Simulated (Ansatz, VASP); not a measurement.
CsPbCl3: VASP beside Ansatz

```
Cs Pb Cl
1.0
     5.67204    0.00000    0.00000
     0.00000    5.67204    0.00000
     0.00000    0.00000    5.67204
Cs Pb Cl
1 1 3
Direct
  0.00000 0.00000 0.00000
  0.50000 0.50000 0.50000
  0.50000 0.50000 0.00000
  0.00000 0.50000 0.50000
  0.50000 0.00000 0.50000
```

Alike in both runs: functional r2SCAN; k mesh 6 × 6 × 6; occupations gaussian, width 0.02 eV; no spin polarisation.

Ansatz relaxed the structure, and its values are those at the end. VASP's run is a single point on that final structure, the one shown.

|  | VASP | Ansatz |
| --- | --- | --- |
| version | VASP 6.6.1 | Ansatz 0.2.0 |
| potentials or method | VASP PAW PBE potentials, release 64 (Cs_sv, Pb_d, Cl), cutoff 520 eV | scalar-relativistic, plane waves, PAW |
| valence electrons in the cell | 44 | 44 |

|  | VASP | Ansatz | Ansatz less VASP |
| --- | --- | --- | --- |
| gap on the k mesh at the Fermi level (eV) | 2.47 | 2.45 | -0.015 |
| least direct gap on the mesh (eV) | 2.47 | 2.45 | -0.015 |
| pressure (GPa) | 0.0 | 0.0 | +0.03 |

VASP's potentials were made for PBE, not for r2SCAN. With one functional, cell and mesh, what is left measures potentials, basis and numerics.

Neither program's run includes spin-orbit coupling.
